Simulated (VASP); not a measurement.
Input of a VASP 6.6.1 run:

Contents of INCAR:

```
PREC     = Accurate       # precision mode
ENCUT    = 520            # plane-wave cutoff, eV
EDIFF    = 1E-7           # SCF threshold, eV
ISMEAR   = 0              # smearing method
SIGMA    = 0.05           # smearing width, eV
LREAL    = False          # projectors in reciprocal space
LASPH    = True           # aspherical terms in the spheres
NELM     = 100            # most SCF steps
ALGO     = Normal         # electronic algorithm
ISIF     = 2              # what is computed and relaxed
LWAVE    = False          # write WAVECAR
LCHARG   = False          # write CHGCAR
GGA      = PE             # functional
ISYM     = 0            
NBANDS   = 31             # bands
```

Contents of KPOINTS:

```
Automatic mesh
0
Gamma
  6 6 8
```

POSCAR

```
HfO2
1.0
    0.0000000000     -2.5488057612     -2.5488057612
   -2.5488057612      0.0000000000     -2.5488057612
    2.5488057612      2.5488057612     -5.0976115224
Hf O
2 4
Direct
    0.0007457890      0.0007457890     -0.0022373934
    0.4992542110      0.4992542110      0.5022373934
    0.1317951493      0.1317951493      0.6046133840
    0.6182048507      0.6182048507      0.1453866160
    0.3682048507      0.3682048507      0.8953866160
    0.8817951493      0.8817951493      0.3546133840
```

Potentials or basis: VASP PAW PBE potentials, release 64 (Hf_pv, O).

Command:

```bash
$ cat potpaw_PBE.64/Hf_pv/POTCAR potpaw_PBE.64/O/POTCAR > POTCAR
$ mpirun -np 1 vasp_std > vasp.out
```

What does it give for the largest force?

2.080 eV/Å.

What does it give for the band gap on the k mesh?

3.50 eV.

Stress tensor (GPa, compression positive):
```
-1.68 -0.65  0.65
-0.65 -1.68  0.65
 0.65  0.65 -1.68
```

Caveat: the cell differs from its parent crystal (atoms displaced along a vibrational mode); spin-orbit coupling is left out, which moves the levels of the heavy elements; forces of over 1 eV/Å act on the atoms, so gaps and moduli don't describe the material at rest. A k mesh can miss the band edges.
